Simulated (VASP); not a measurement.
The system is RuBrCl3.

```
CELL_PARAMETERS angstrom
5.20269 0.00000 0.00000
0.00000 5.20269 0.00000
0.00000 0.00000 5.20269
ATOMIC_POSITIONS crystal
Ru 0.50000 0.50000 0.50000
Br 0.00000 0.00000 0.00000
Cl 0.00000 0.50000 0.50000
Cl 0.50000 0.00000 0.50000
Cl 0.50000 0.50000 0.00000
```

The cell was generated, and may not be a known phase.

```yaml
Program: VASP 6.6.1
Task: relaxation of cell and atoms
Functional: PBE
Potentials_or_basis: VASP PAW PBE potentials, release 64 (Ru_pv, Br, Cl)
Cutoff: 600 eV
k_mesh: 4 × 4 × 4
Occupations: gaussian, width 0.1 eV
Spin: collinear spin, ferromagnetic start
Starting_moments: "[1.0, 0.0, 0.0, 0.0, 0.0] μB"
```

At the start: pressure -7.5 GPa; volume 28.17 Å³/atom.

Q: Where does the relaxation end?

A: Over 4 steps the energy falls by 192.2 meV/atom and the volume is 21.85 Å³/atom (-22.4 %); space group Pm-3m (No. 221, to 0.1 Å) before and after; moment 1.12 μB per cell.

Step by step:
```csv
step,energy change (eV),largest force (eV/Å),pressure (GPa),volume (Å³)
1,0.0000,0.0000,-7.46,140.83
2,-0.9022,0.0000,-2.74,115.76
3,-0.9599,0.0000,-0.42,110.18
4,-0.9610,0.0000,0.06,109.23
```

Final structure:
```
Ru Br Cl
1.0
     4.78025    0.00000    0.00000
     0.00000    4.78025    0.00000
     0.00000    0.00000    4.78025
Ru Br Cl
1 1 3
Direct
  0.50000 0.50000 0.50000
  0.00000 0.00000 0.00000
  0.00000 0.50000 0.50000
  0.50000 0.00000 0.50000
  0.50000 0.50000 0.00000
```

Caveat: the volume moved by over 15 % at a fixed basis, so the end points are rough.
